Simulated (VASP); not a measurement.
Write the native input for VASP 6.6.1 that does the following.

| Quantity | Value |
| --- | --- |
| Task | electric field gradients |
| Functional | LDA |
| Potentials or basis | VASP PAW LDA potentials, release 64 (Sn_d, Se) |
| Cutoff | 520 eV |
| k mesh | 9 × 9 × 9 |
| Occupations | fermi-dirac, width 0.02 eV |
| Spin | no spin polarisation |
| Dipole correction | no |
| Further INCAR settings | ALGO = Normal; EDIFF = 1e-08; NBANDS = 17 |

The structure of SnSe lies in POSCAR:

```
SnSe
1.0
    0.0000000000      3.0496098055      3.0496098055
    3.0496098055      0.0000000000      3.0496098055
    3.0496098055      3.0496098055      0.0000000000
Sn Se
1 1
Direct
    0.0000000000      0.0000000000      0.0000000000
    0.5000000000      0.5000000000      0.5000000000
```

This cell differs from its parent crystal: volume scaled by 1.04.

One way to write it, as run:

INCAR

```
SYSTEM = SnSe
PREC = Accurate
ENCUT = 520
EDIFF = 1E-8
ISMEAR = -1
SIGMA = 0.02
LREAL = .FALSE.
LASPH = .TRUE.
NELM = 80
ALGO = Normal
ISIF = 2
LWAVE = .FALSE.
LCHARG = .FALSE.
LEFG = .TRUE.
NBANDS = 17
```

KPOINTS

```
regular mesh
0
G
  9 9 9
  0 0 0
```

Potentials or basis: VASP PAW LDA potentials, release 64 (Sn_d, Se).

Command:

```bash
$ cat potpaw_LDA.64/Sn_d/POTCAR potpaw_LDA.64/Se/POTCAR > POTCAR
$ mpirun -np 1 vasp_std > vasp.out
```

Results of the run:

* Pressure: -4.8 GPa

Caveat: without QUAD_EFG the Cq values of the log hold for a quadrupole moment of 1 mb, not for the nuclei.

Wall time 12 s on 1 thread of Intel(R) Xeon(R) Platinum 8559C (Emerald Rapids), with other jobs on the host, peak memory 0.17 GiB.
